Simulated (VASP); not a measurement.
# InP (I4/mmm) in VASP: notebook, part 2 of 2

VASP 6.6.1. Earlier steps stand in the parts before.

## Step 4: Single point, PBE (equal xx and yy strain of +2 %)

File INCAR:

```
SYSTEM = InP
  PREC = Accurate
  ENCUT = 520
  EDIFF = 1E-6
  ISMEAR = -1
  SIGMA = 0.03
  LREAL = .False.
  LASPH = .True.
  NELM = 100
  ALGO = Normal
  ISIF = 2
  LWAVE = .False.
  LCHARG = .True.
  GGA = PE
  LELF = .True.
  LVHAR = .True.
  NBANDS = 16
```

File KPOINTS:

```
Automatic mesh
0
Gamma
  11 11 11
  0 0 0
```

File POSCAR:

```
InP
1.0
    0.0000000000      2.9121000000      2.8550000000
    2.9121000000      0.0000000000      2.8550000000
    2.9121000000      2.9121000000      0.0000000000
In P
1 1
Direct
    0.0000000000      0.0000000000      0.0000000000
    0.5000000000      0.5000000000      0.5000000000
```

Potentials or basis: VASP PAW PBE potentials, release 64 (In_d, P).

Launch:

```bash
$ cat potpaw_PBE.64/In_d/POTCAR potpaw_PBE.64/P/POTCAR > POTCAR
$ mpirun -np 1 vasp_std > vasp.out
```

OUTCAR:

```text
SYSTEM = InP
   PREC = Accurate
   ENCUT = 520
   EDIFF = 1E-6
   ISMEAR = -1
   LREAL = .False.
   LASPH = .True.
   NELM = 100
   ISIF = 2
   GGA = PE

 ion  position               nearest neighbor table
   1  0.000  0.000  0.000-   2 2.85   2 2.85   2 2.91   2 2.91   2 2.91   2 2.91
   2  0.500  0.500  0.500-   1 2.85   1 2.85   1 2.91   1 2.91   1 2.91   1 2.91

  LATTYP: Found a body centered tetragonal cell.
 ALAT       =     4.1183313150
 C/A-ratio  =     1.3864838847

  Lattice vectors:

 A1 = (   0.0000000000,  -2.9121000000,  -2.8550000000)
 A2 = (   0.0000000000,   2.9121000000,  -2.8550000000)
 A3 = (   2.9121000000,   0.0000000000,   2.8550000000)

Analysis of symmetry for initial positions (statically):
=====================================================================
 Subroutine PRICEL returns:
 Original cell was already a primitive cell.

 Routine SETGRP: Setting up the symmetry group for a
 body centered tetragonal supercell.

 Subroutine GETGRP returns: Found 16 space group operations
 (whereof 16 operations were pure point group operations)
 out of a pool of 16 trial point group operations.

The static configuration has the point symmetry D_4h.
[... 159 lines left out ...]

 E-fermi :   5.5045     XC(G=0):  -9.7998

 val. band max:        5.4935375579   @ k =  -0.4545  -0.0000   0.0909
 cond. band min:       5.5131690815   @ k =  -0.0909   0.0000   0.0909
 fundamental gap:      0.0196315236
 Fermi energy:         5.5045398507

 k-point     1 :       0.0000    0.0000    0.0000
  band No.  band energies     occupation
      1      -8.5631      2.00000
      2      -8.5631      2.00000
      3      -8.5518      2.00000
      4      -8.5518      2.00000
      5      -8.5480      2.00000
      6      -5.5883      2.00000
[... 433 lines left out ...]
      3      -8.5467      2.00000
      4      -8.5283      2.00000
      5      -8.5198      2.00000
      6      -4.7052      2.00000
[... 8 lines left out ...]
     15      15.1879      0.00000
     16      16.1394      0.00000

 [... further k-points ...]

------------------------ aborting loop because EDIFF is reached ----------------------------------------

  FORCE on cell =-STRESS in cart. coord.  units (eV):
  Direction    XX          YY          ZZ          XY          YZ          ZX
  --------------------------------------------------------------------------------------
  -------------------------------------------------------------------------------------
  Total       -2.2399492     -2.2399492     -1.8417826      0.0000000     -0.0000000      0.0000000
  in kB      -74.1139703    -74.1139703    -60.9396945      0.0000000     -0.0000000      0.0000000
  external PRESSURE =     -69.7225450 kB  Pullay stress =       0.0000000 kB

 VOLUME and BASIS-vectors are now :
 -----------------------------------------------------------------------------
  energy-cutoff  :      520.00
  volume of cell :       48.42
      direct lattice vectors                 reciprocal lattice vectors
     0.000000000  2.912100000  2.855000000    -0.171697401  0.171697401  0.175131349
     2.912100000  0.000000000  2.855000000     0.171697401 -0.171697401  0.175131349
     2.912100000  2.912100000  0.000000000     0.171697401  0.171697401 -0.175131349

 POSITION                                       TOTAL-FORCE (eV/Angst)
 -----------------------------------------------------------------------------------
      0.00000      0.00000      0.00000         0.000000      0.000000      0.000000
      2.91210      2.91210      2.85500        -0.000000      0.000000     -0.000000
 -----------------------------------------------------------------------------------
    total drift:                               -0.000000      0.000000      0.000000

  FREE ENERGIE OF THE ION-ELECTRON SYSTEM (eV)
  ---------------------------------------------------
  free  energy   TOTEN  =        -7.7722471651 eV

  energy  without entropy=       -7.7693694858  energy(sigma->0) =       -7.77080833
```

OSZICAR:

```text
N       E                     dE             d eps       ncg     rms          rms(c)
DAV:   1     0.108176850988E+03    0.10818E+03   -0.84071E+03  4040   0.127E+03
DAV:   2    -0.104581863910E+01   -0.10922E+03   -0.10449E+03  4352   0.301E+02
DAV:   3    -0.787537370687E+01   -0.68296E+01   -0.67300E+01  5392   0.719E+01
DAV:   4    -0.804348062120E+01   -0.16811E+00   -0.16805E+00  5096   0.118E+01
DAV:   5    -0.805084940691E+01   -0.73688E-02   -0.73686E-02  6112   0.211E+00    0.383E+00
DAV:   6    -0.777509782101E+01    0.27575E+00   -0.53888E-01  6160   0.102E+01    0.214E+00
DAV:   7    -0.777191338605E+01    0.31844E-02   -0.56925E-02  5312   0.164E+00    0.100E+00
DAV:   8    -0.777208155273E+01   -0.16817E-03   -0.49356E-03  5080   0.757E-01    0.839E-02
DAV:   9    -0.777219702823E+01   -0.11548E-03   -0.30380E-04  5904   0.217E-01    0.674E-02
DAV:  10    -0.777223752285E+01   -0.40495E-04   -0.43567E-05  5000   0.518E-02    0.186E-02
DAV:  11    -0.777224678578E+01   -0.92629E-05   -0.85187E-06  5352   0.223E-02    0.438E-03
DAV:  12    -0.777224716514E+01   -0.37936E-06   -0.77256E-07  3736   0.108E-02
   1 F= -.77722472E+01 E0= -.77708083E+01  d E =-.287768E-02
```

stdout:

```text
POSCAR found type information on POSCAR InP
 POSCAR found :  2 types and       2 ions
 scaLAPACK will be used
 LDA part: xc-table for (Slater+PW92), standard interpolation
 POSCAR, INCAR and KPOINTS ok, starting setup
 FFT: planning ... GRIDC
 FFT: planning ... GRID_SOFT
 FFT: planning ... GRID
 WAVECAR not read
 entering main loop
```

Run time: 2.1 min. Hardware: 1 thread of Intel Xeon 8259CL, shared host; peak memory 0.24 GiB.

What came out:

```
Free energy            : -7.7722 eV
Pressure               : -7.0 GPa
Band gap on the k mesh : zero (bands 9 and 10 overlap by 2.22 eV)
```

Levels at points of the mesh, in eV from the Fermi level:
```tsv
k point	band 7	band 8	band 9	band 10	band 11	band 12
(0.00, 0.00, 0.00)	-0.42	-0.29	-0.12	-0.12	7.05	7.05
```

Caveat: the cell differs from its parent crystal (equal xx and yy strain of +2 %); the cell stands under tension; spin-orbit coupling is left out, which moves the levels of the heavy elements.

## Step 5: The runs side by side

| cell | gap on the mesh (eV) | pressure (GPa) |
| --- | --- | --- |
| a = 3.977, b = 3.977, c = 3.916 Å, angles 60.5, 60.5, 59.0°, 2 atoms | none | -2.0 |
| a = 4.017, b = 4.017, c = 3.997 Å, angles 60.2, 60.2, 59.7°, 2 atoms | none | -4.4 |
| a = 4.078, b = 4.078, c = 4.118 Å, angles 59.7, 59.7, 60.7°, 2 atoms | none | -7.0 |

Alike in all rows: task single point; level PBE; potentials or basis VASP PAW PBE potentials, release 64 (In_d, P); no spin polarisation; k mesh 11 × 11 × 11; cutoff (eV) 520; smearing fermi-dirac 0.03 eV.

Caveats: spin-orbit coupling is left out, which moves the levels of the heavy elements; the cell stands under tension (at least some runs).

Total energies depend on the potentials used, so only differences within one code and one set of settings carry meaning.
